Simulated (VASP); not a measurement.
Here is a VASP 6.6.1 calculation.

The input POSCAR:

```
BN
1.0
    2.6121085884      0.0000000000      0.0000000000
   -1.3060542942      2.2621523950      0.0000000000
    0.0000000000      0.0000000000      6.4858365899
B N
2 2
Direct
    0.3333333333      0.6666666667      0.2500000000
    0.6666666667      0.3333333333      0.7500000000
    0.3333333333      0.6666666667      0.7500000000
    0.6666666667      0.3333333333      0.2500000000
```

The input INCAR.step1:

```
ALGO = Normal ; EDIFF = 1E-4
ENCUT = 520 ; GGA = PE
ISMEAR = 0 ; LASPH = T
LCHARG = F ; LREAL = F
LWAVE = T ; NBANDS = 16
NELM = 80 ; PREC = Accurate
SIGMA = 0.01
```

File INCAR.step2:

```
ALGO = Normal ; EDIFF = 1E-6
ENCUT = 520 ; ISIF = 2
ISMEAR = 0 ; ISTART = 1
LASPH = T ; LCHARG = F
LMIXTAU = T ; LREAL = F
LWAVE = F ; METAGGA = R2SCAN
NBANDS = 16 ; NELM = 80
PREC = Accurate ; SIGMA = 0.01
```

Contents of KPOINTS:

```
k-points
0
Gamma
  12 12 4
```

Potentials or basis: VASP PAW PBE potentials, release 64 (B, N).

Command:

```sh
$ cat potpaw_PBE.64/B/POTCAR potpaw_PBE.64/N/POTCAR > POTCAR
$ cp INCAR.step1 INCAR
$ mpirun -np 1 vasp_std > vasp.out
$ cp INCAR.step2 INCAR
$ mpirun -np 1 vasp_std > vasp.out
```

(1) Predict the band gap on the k mesh.

(2) Predict the pressure.

## Answers

(1) 4.58 eV, indirect (least direct gap 4.88 eV).

(2) -26.4 GPa.

Caveat: the cell differs from its parent crystal (epitaxial xy strain +4.5%); the PAW data sets were made with another functional, which shifts forces and pressure a little.
